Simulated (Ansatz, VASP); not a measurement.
## Two plane-wave programs on C

```
C
1.0
     2.46550    0.00000    0.00000
    -1.23275    2.13416    0.00000
     0.00000    0.00000   26.00000
C
2
Direct
  0.08331 0.16662 0.50000
  0.41669 0.83338 0.50000
```

Alike in both runs: task single point; functional PBE; dispersion D3(BJ); k mesh 8 × 8 × 1; occupations gaussian, width 0.1 eV; no spin polarisation.

```csv
,VASP,Ansatz
version,VASP 6.6.1,Ansatz 0.2.0
potentials or method,"VASP PAW PBE potentials, release 64 (C), cutoff 520 eV","scalar-relativistic, plane waves, PAW"
valence electrons in the cell,8,8
```

|  | VASP | Ansatz | Ansatz less VASP |
| --- | --- | --- | --- |
| gap on the k mesh at the Fermi level (eV) | 1.97 | 1.97 | +0.001 |
| least direct gap on the mesh (eV) | 1.97 | 1.97 | +0.001 |
